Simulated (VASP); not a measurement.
A run of VASP 6.6.1 is set up as follows.

The input INCAR:

```
SYSTEM = Y
PREC = Accurate ; ENCUT = 520
EDIFF = 1E-6 ; ISMEAR = 0
SIGMA = 0.1 ; LREAL = .False.
LASPH = .True. ; NELM = 100
ALGO = Fast ; ISIF = 2
LWAVE = .False. ; LCHARG = .True.
GGA = PS ; LELF = .True.
LVHAR = .True. ; NBANDS = 18
```

The input KPOINTS:

```
regular mesh
0
Gamma
  14 14 10
  0 0 0
```

The input POSCAR:

```
Y
1.0
    2.4138181851      2.4138181851      0.0000000000
   -2.4138181851      2.4138181851      0.0000000000
    0.0000000000      0.0000000000      5.0665297163
Y
2
Direct
    0.0000000000      0.0000000000      0.0000000000
    0.5000000000      0.5000000000      0.5000000000
```

Potentials or basis: VASP PAW PBE potentials, release 64 (Y_sv).

Command:

```console
$ cat potpaw_PBE.64/Y_sv/POTCAR > POTCAR
$ mpirun -np 1 vasp_std > vasp.out
```

Task: Estimate the band gap on the k mesh.

Result: Zero (band 11 reaches 4.41 eV, above the bottom of band 12 at 2.37 eV).

Task: What does it give for the pressure?

Result: 1.8 GPa.

Stress tensor (GPa, compression positive):
```
2.31 0.00 0.00
0.00 2.31 0.00
0.00 0.00 0.65
```

Caveat: the cell differs from its parent crystal (biaxial strain in the a-b plane: -3.0 %); the PAW data sets were made with another functional, which shifts forces and pressure a little.
